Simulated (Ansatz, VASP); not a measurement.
**One calculation of GaSi2S2, two programs**

```
CELL_PARAMETERS angstrom
3.32284 0.00000 0.00000
-1.66142 2.87766 0.00000
0.00000 0.00000 9.70678
ATOMIC_POSITIONS crystal
Ga 0.00000 0.00000 0.00000
Si 0.33333 0.66667 0.37792
Si 0.33333 0.66667 0.62208
S 0.66667 0.33333 0.23712
S 0.66667 0.33333 0.76288
```

Alike in both runs: functional PBE; k mesh 5 × 5 × 2; occupations gaussian, width 0.2 eV; no spin polarisation.

Ansatz relaxed the structure, and its values are those at the end. VASP's run is a single point on that final structure, the one shown.

|  | VASP | Ansatz |
| --- | --- | --- |
| version | VASP 6.6.1 | Ansatz 0.2.0 |
| potentials or method | VASP PAW PBE potentials, release 64 (Ga_d, Si, S), cutoff 500 eV | scalar-relativistic, plane waves, PAW |
| valence electrons in the cell | 33 | 33 |

```tsv
	VASP	Ansatz	Ansatz less VASP
gap on the k mesh at the Fermi level (eV)	none	none	-
pressure (GPa)	-0.2	-0.1	+0.10
rms of the force components (eV/Å)	0.008	0.004	-0.0035
```

A gap of «none» marks a metal or a gap that the smearing closes. The functional is the same, so the differences come from potentials, cutoffs and numerics.

The k mesh is coarse, so the values compare programs but aren't converged.
